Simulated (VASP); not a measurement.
# PbI2 (P-3m1) in VASP: further runs

PbI2 is run at these levels: PBE+D3(BJ); tasks: single point, relaxation of cell and atoms.

Program: VASP 6.6.1. These are calculated values, not measurements. Logs are shortened: lines on timing, memory, paths and dates and some standing lists are left out, and cuts for length are marked.

## (1) The cell of the first run

The structure is trigonal, space group P-3m1 (No. 164). The conventional cell has a = 4.553 Å, b = 4.553 Å, c = 6.979 Å, α = 90.00°, β = 90.00°, γ = 120.00°. Within 4.3 Å of Pb (site symmetry -3m) lie 6 I at 3.24 Å. I (site symmetry 3m) has 3 Pb at 3.24 Å and 3 I at 4.14 Å within 4.3 Å.

## (2) Single point, PBE+D3(BJ)

File INCAR:

```
PREC     = Accurate       # precision mode
ENCUT    = 500            # plane-wave cutoff, eV
EDIFF    = 1E-6           # SCF threshold, eV
ISMEAR   = 0              # smearing method
SIGMA    = 0.02           # smearing width, eV
LREAL    = F              # projectors in reciprocal space
LASPH    = T              # aspherical terms in the spheres
NELM     = 120            # most SCF steps
ALGO     = Normal         # electronic algorithm
ISIF     = 2              # what is computed and relaxed
LWAVE    = F              # write WAVECAR
LCHARG   = F              # write CHGCAR
GGA      = PE             # functional
IVDW     = 12             # dispersion correction
NBANDS   = 21             # bands
GGA_COMPAT= F
```

File KPOINTS:

```
regular mesh
0
Gamma
  9 9 4
```

File POSCAR:

```
PbI2
1.0
    4.5526101398      0.0000000000      0.0000000000
   -2.2763050699      3.9426760345      0.0000000000
    0.0000000000      0.0000000000      6.9794772059
Pb I
1 2
Direct
    0.0000000000      0.0000000000      0.0000000000
    0.3333333333      0.6666666667      0.2710839034
    0.6666666667      0.3333333333      0.7289160966
```

Potentials or basis: VASP PAW PBE potentials, release 64 (Pb_d, I).

The run is started by

```bash
> cat potpaw_PBE.64/Pb_d/POTCAR potpaw_PBE.64/I/POTCAR > POTCAR
> mpirun -np 1 vasp_std > vasp.out
```

OUTCAR:

```text
PREC = Accurate
   ENCUT = 500
   EDIFF = 1E-6
   ISMEAR = 0
   LREAL = F
   LASPH = T
   NELM = 120
   ISIF = 2
   GGA = PE
   IVDW = 12
 IVDW          = 12

 ion  position               nearest neighbor table
   1  0.000  0.000  0.000-   2 3.24   3 3.24   2 3.24   3 3.24   3 3.24   2 3.24
   2  0.333  0.667  0.271-   1 3.24   1 3.24   1 3.24
   3  0.667  0.333  0.729-   1 3.24   1 3.24   1 3.24

  LATTYP: Found a hexagonal cell.
 ALAT       =     4.5526101398
 C/A-ratio  =     1.5330715769

  Lattice vectors:

 A1 = (   4.5526101398,   0.0000000000,   0.0000000000)
 A2 = (  -2.2763050699,   3.9426760345,   0.0000000000)
 A3 = (   0.0000000000,   0.0000000000,   6.9794772059)

Analysis of symmetry for initial positions (statically):
=====================================================================
 Subroutine PRICEL returns:
 Original cell was already a primitive cell.

 Routine SETGRP: Setting up the symmetry group for a
 hexagonal supercell.

 Subroutine GETGRP returns: Found 12 space group operations
 (whereof 12 operations were pure point group operations)
 out of a pool of 24 trial point group operations.

The static configuration has the point symmetry D_3d.

Analysis of symmetry for dynamics (positions and initial velocities):
=====================================================================
 Subroutine PRICEL returns:
 Original cell was already a primitive cell.

 Routine SETGRP: Setting up the symmetry group for a
 hexagonal supercell.

 Subroutine GETGRP returns: Found 12 space group operations
 (whereof 12 operations were pure point group operations)
 out of a pool of 24 trial point group operations.

The dynamic configuration has the point symmetry D_3d.

 Subroutine INISYM returns: Found 12 space group operations
 (whereof 12 operations are pure point group operations),
 and found     1 'primitive' translations

----------------------------------------------------------------------------------------

                                     Primitive cell

  volume of cell :     125.2779

  direct lattice vectors                    reciprocal lattice vectors
     4.552610140  0.000000000  0.000000000     0.219654214  0.126817419  0.000000000
    -2.276305070  3.942676034  0.000000000     0.000000000  0.253634839  0.000000000
     0.000000000  0.000000000  6.979477206     0.000000000  0.000000000  0.143277207

  length of vectors
     4.552610140  4.552610140  6.979477206     0.253634839  0.253634839  0.143277207

  position of ions in fractional coordinates (direct lattice)
[... 81 lines left out ...]
   EDIFF  = 0.1E-05   stopping-criterion for ELM
   LREAL  =      F    real-space projection
   EDIFFG = 0.1E-04   stopping-criterion for IOM
   NSW    =      0    number of steps for IOM
   IBRION =     -1    ionic relax: 0-MD 1-quasi-New 2-CG
   NFREE  =      0    steps in history (QN), initial steepest desc. (CG)
   ISIF   =      2    stress and relaxation
   ISYM   =      2    0-nonsym 1-usesym 2-fastsym
   POTIM  = 0.5000    time-step for ionic-motion
   TEBEG  =    0.0;   TEEND  =   0.0 temperature during run
   PSTRESS=    0.0 pullay stress
   NELECT =      28.0000    total number of electrons
   NUPDOWN=      -1.0000    fix difference up-down
   EMIN   =  10.00;   EMAX   =-10.00  energy-range for DOS
   EFERMI =   0.00;   METHOD = LEGACY
   ISMEAR =     0;   SIGMA  =   0.02  broadening in eV -4-tet -1-fermi 0-gaus
   EFERMI_NEDOS =   21; number of points for ismear=-14 and -15
   IALGO  =     38    algorithm
   IMIX   =      4    mixing-type and parameters
     AMIX     =   0.40;   BMIX     =  1.00
     AMIX_MAG =   1.60;   BMIX_MAG =  1.00
  volume/ion in A,a.u.               =      41.76       281.81
  Fermi-wavevector in a.u.,A,eV,Ry     =   0.993503  1.877449 13.429617  0.987049
  Thomas-Fermi vector in A             =   2.125390
   LORBIT       =      0    0 simple, 1 ext, 2 COOP (PROOUT), +10 PAW based schemes
   GGA     = PE    functional components
   LHFCALC =     F    Hartree Fock is set to
   AEXX    =    0.0000 exact exchange contribution
   IVDW    =    12    specifies the selected vdW correction
   LEPSILON=     F    determine dielectric tensor
   LRPA    =     F    only Hartree local field effects (RPA)
 non-spin polarized calculation
 Gauss-broadening in eV      SIGMA  =   0.02
  energy-cutoff  :      500.00
  volume of cell :      125.28
 maximum number of plane-waves:      3206
 NGX is ok and might be reduce to    36

 number of electron      28.0000000 magnetization

 Free energy of the ion-electron system (eV)
  ---------------------------------------------------
  ext. energy  EPLUGINS =         0.00000000
  ---------------------------------------------------
  free energy    TOTEN  =        -8.55741909 eV

  energy without entropy =       -8.55741909  energy(sigma->0) =       -8.55741909

 E-fermi :   2.8504     XC(G=0):  -8.1517

 val. band max:        2.7505299066   @ k =   0.0000   0.0000   0.5000
 cond. band min:       4.9339205512   @ k =   0.0000   0.0000   0.5000
 fundamental gap:      2.1833906447
 Fermi energy:         2.8504386720

 k-point     1 :       0.0000    0.0000    0.0000
  band No.  band energies     occupation
      1     -13.4584      2.00000
      2     -13.4584      2.00000
      3     -13.4439      2.00000
      4     -13.4378      2.00000
      5     -13.4378      2.00000
      6      -9.4853      2.00000
[... 565 lines left out ...]
     20      10.3504      0.00000
     21      10.5381      0.00000

 [... further k-points ...]

------------------------ aborting loop because EDIFF is reached ----------------------------------------

 Edisp (eV)   -0.91205

 E8    (eV) :    -0.4257

  FORCE on cell =-STRESS in cart. coord.  units (eV):
  Direction    XX          YY          ZZ          XY          YZ          ZX
  --------------------------------------------------------------------------------------
  -------------------------------------------------------------------------------------
  Total       0.02202     0.02202    -0.00106     0.00000     0.00000     0.00000
  in kB       0.28156     0.28156    -0.01353     0.00000     0.00000     0.00000
  external pressure =        0.18 kB  Pullay stress =        0.00 kB

 VOLUME and BASIS-vectors are now :
 -----------------------------------------------------------------------------
  energy-cutoff  :      500.00
  volume of cell :      125.28
      direct lattice vectors                 reciprocal lattice vectors
     4.552610140  0.000000000  0.000000000     0.219654214  0.126817419  0.000000000
    -2.276305070  3.942676034  0.000000000     0.000000000  0.253634839  0.000000000
     0.000000000  0.000000000  6.979477206     0.000000000  0.000000000  0.143277207

 POSITION                                       TOTAL-FORCE (eV/Angst)
 -----------------------------------------------------------------------------------
      0.00000      0.00000      0.00000         0.000000      0.000000      0.000000
     -0.00000      2.62845      1.89202         0.000000     -0.000000      0.000863
      2.27631      1.31423      5.08745        -0.000000      0.000000     -0.000863
 -----------------------------------------------------------------------------------
    total drift:                               -0.000000     -0.000000     -0.000000

  FREE ENERGIE OF THE ION-ELECTRON SYSTEM (eV)
  ---------------------------------------------------
  free  energy   TOTEN  =        -9.4694695032 eV

  energy  without entropy=       -9.4694695032  energy(sigma->0) =       -9.46946950
```

It took 40 s on 1 thread of Intel Xeon 6975P-C (Granite Rapids), shared host; peak memory 0.31 GiB.

What came out:

```yaml
Free_energy: -9.4695 eV
Pressure: 0.0 GPa
Band_gap_on_the_k_mesh: 2.18 eV
Dispersion_energy_per_atom: -0.304 eV
```

Levels at points of the mesh, in eV from the valence-band top:
```csv
k point,band 11,band 12,band 13,band 14,band 15,band 16,band 17,band 18
"(0.00, 0.00, 0.00)",-1.02,-0.97,-0.97,-0.78,2.47,3.30,3.30,6.40
"(0.00, 0.00, 0.50)",-1.18,-0.76,-0.76,0.00,2.18,3.10,3.10,6.24
```

Caveat: spin-orbit coupling is left out, which moves the levels of the heavy elements; an odd mesh through Γ misses points on the zone boundary, where band edges can lie.

## (3) Single point, PBE+D3(BJ)

File INCAR:

```
SYSTEM = PbI2
  PREC = Accurate
  ENCUT = 500
  EDIFF = 1E-6
  ISMEAR = 0
  SIGMA = 0.02
  LREAL = .FALSE.
  LASPH = .TRUE.
  NELM = 120
  ALGO = Normal
  ISIF = 2
  LWAVE = .FALSE.
  LCHARG = .FALSE.
  GGA = PE
  IVDW = 12
  NBANDS = 21
  GGA_COMPAT = .FALSE.
```

File KPOINTS:

```
regular mesh
0
G
  9 9 4
  0 0 0
```

POSCAR is that of step 2.

Potentials or basis: VASP PAW PBE potentials, release 64 (Pb_d, I).

The run is started by

```bash
> cat potpaw_PBE.64/Pb_d/POTCAR potpaw_PBE.64/I/POTCAR > POTCAR
> mpirun -np 1 vasp_std > vasp.out
```

OUTCAR:

```text
SYSTEM = PbI2
   PREC = Accurate
   ENCUT = 500
   EDIFF = 1E-6
   ISMEAR = 0
   LREAL = .FALSE.
   LASPH = .TRUE.
   NELM = 120
   ISIF = 2
   GGA = PE
   IVDW = 12
 IVDW          = 12

 ion  position               nearest neighbor table
   1  0.000  0.000  0.000-   2 3.24   3 3.24   2 3.24   3 3.24   3 3.24   2 3.24
   2  0.333  0.667  0.271-   1 3.24   1 3.24   1 3.24
   3  0.667  0.333  0.729-   1 3.24   1 3.24   1 3.24

  LATTYP: Found a hexagonal cell.
 ALAT       =     4.5526101398
 C/A-ratio  =     1.5330715769
[... 770 lines left out ...]

 Edisp (eV)   -0.91205

 E8    (eV) :    -0.4257

  FORCE on cell =-STRESS in cart. coord.  units (eV):
  Direction    XX          YY          ZZ          XY          YZ          ZX
  --------------------------------------------------------------------------------------
  -------------------------------------------------------------------------------------
  Total       0.02202     0.02202    -0.00106     0.00000     0.00000     0.00000
  in kB       0.28156     0.28156    -0.01353     0.00000     0.00000     0.00000
  external pressure =        0.18 kB  Pullay stress =        0.00 kB

 VOLUME and BASIS-vectors are now :
 -----------------------------------------------------------------------------
  energy-cutoff  :      500.00
  volume of cell :      125.28
      direct lattice vectors                 reciprocal lattice vectors
     4.552610140  0.000000000  0.000000000     0.219654214  0.126817419  0.000000000
    -2.276305070  3.942676034  0.000000000     0.000000000  0.253634839  0.000000000
     0.000000000  0.000000000  6.979477206     0.000000000  0.000000000  0.143277207

 POSITION                                       TOTAL-FORCE (eV/Angst)
 -----------------------------------------------------------------------------------
      0.00000      0.00000      0.00000         0.000000      0.000000      0.000000
     -0.00000      2.62845      1.89202         0.000000     -0.000000      0.000863
      2.27631      1.31423      5.08745        -0.000000      0.000000     -0.000863
 -----------------------------------------------------------------------------------
    total drift:                               -0.000000     -0.000000     -0.000000

  FREE ENERGIE OF THE ION-ELECTRON SYSTEM (eV)
  ---------------------------------------------------
  free  energy   TOTEN  =        -9.4694695032 eV

  energy  without entropy=       -9.4694695032  energy(sigma->0) =       -9.46946950
```

stdout:

```text
POSCAR found type information on POSCAR PbI
 POSCAR found :  2 types and       3 ions
 scaLAPACK will be used
 LDA part: xc-table for (Slater+PW92), standard interpolation
 POSCAR, INCAR and KPOINTS ok, starting setup
 FFT: planning ... GRIDC
 FFT: planning ... GRID_SOFT
 FFT: planning ... GRID
 WAVECAR not read
 entering main loop
```

It took 42 s on 1 thread of Intel Xeon 6975P-C (Granite Rapids), shared host; peak memory 0.31 GiB.

Results:

* Free energy: -9.4695 eV
* Pressure: 0.0 GPa
* Band gap on the k mesh: 2.18 eV
* Dispersion energy per atom: -0.304 eV

Caveat: spin-orbit coupling is left out, which moves the levels of the heavy elements; an odd mesh through Γ misses points on the zone boundary, where band edges can lie.

## (4) Relaxation of cell and atoms, PBE+D3(BJ)

This run uses another cell than the first one, of the same volume but with other edges.

File INCAR:

```
SYSTEM = PbI2
ALGO = Normal
EDIFF = 1E-7
EDIFFG = -0.005
ENCUT = 500
GGA = PE
GGA_COMPAT = .FALSE.
IBRION = 2
ISIF = 3
ISMEAR = 0
IVDW = 12
LASPH = .TRUE.
LCHARG = .FALSE.
LREAL = .FALSE.
LWAVE = .FALSE.
NELM = 120
NELMIN = 4
NSW = 100
PREC = Accurate
SIGMA = 0.02
```

File KPOINTS:

```
k-points
0
G
  9 9 4
  0 0 0
```

File POSCAR:

```
PbI2
1.0
    4.4769786907      0.0000000000      0.0000000000
   -2.2384893454      3.8771772783      0.0000000000
    0.0000000000      0.0000000000      7.2222958124
Pb I
1 2
Direct
    0.0000000000      0.0000000000      0.0000000000
    0.3333333333      0.6666666667      0.2520000000
    0.6666666667      0.3333333333      0.7480000000
```

The run is started by

```bash
> cat potpaw_PBE.64/Pb_d/POTCAR potpaw_PBE.64/I/POTCAR > POTCAR
> mpirun -np 1 vasp_std > vasp.out
```

It took 5.1 min on 1 thread of Intel Xeon 6975P-C (Granite Rapids), shared host; peak memory 0.33 GiB.

It converged, with:

```
Free energy                           : -9.4695 eV
Relaxed volume                        : 41.82 Å³/atom
Relaxed cell                          : a = 4.556 Å, b = 4.556 Å, c = 6.978 Å, α = 90.00°, β = 90.00°, γ = 120.00°
Space group after relaxing (to 0.1 Å) : P-3m1 (No. 164)
Energy gained by relaxing             : 24.8 meV/atom
Ionic steps                           : 11
Pressure after relaxing               : 0.0 GPa
Band gap on the k mesh                : 2.18 eV
Dispersion energy per atom            : -0.304 eV
```

The path:
| step | energy change (eV) | largest force (eV/Å) | pressure (GPa) | volume (Å³) |
| --- | --- | --- | --- | --- |
| 1 | 0.0000 | 0.5368 | 1.88 | 125.36 |
| 2 | -0.0509 | 0.0386 | -0.44 | 134.47 |
| 3 | -0.0529 | 0.1154 | -0.10 | 132.88 |
| 4 | -0.0547 | 0.1124 | -0.10 | 132.47 |
| 5 | -0.0597 | 0.1031 | -0.08 | 131.24 |
| 6 | -0.0679 | 0.0807 | -0.01 | 128.79 |
| 7 | -0.0735 | 0.0180 | 0.22 | 123.94 |
| 8 | -0.0738 | 0.0355 | 0.16 | 124.96 |
| 9 | -0.0683 | 0.1348 | -0.60 | 127.47 |
| 10 | -0.0743 | 0.0019 | -0.01 | 125.49 |
| 11 | -0.0743 | 0.0006 | -0.01 | 125.45 |

Final structure:
```
CELL_PARAMETERS angstrom
4.55625 0.00000 0.00000
-2.27813 3.94583 0.00000
0.00000 0.00000 6.97812
ATOMIC_POSITIONS crystal
Pb 0.00000 0.00000 0.00000
I 0.33333 0.66667 0.27094
I 0.66667 0.33333 0.72906
```

Levels at points of the mesh, in eV from the valence-band top:
```
           k point  band 11  band 12  band 13  band 14  band 15  band 16  band 17  band 18
(0.00, 0.00, 0.00)    -1.01    -0.96    -0.96    -0.77     2.47     3.30     3.30     6.40
(0.00, 0.00, 0.50)    -1.17    -0.76    -0.76     0.00     2.18     3.10     3.10     6.25
```

Caveat: spin-orbit coupling is left out, which moves the levels of the heavy elements; an odd mesh through Γ misses points on the zone boundary, where band edges can lie.
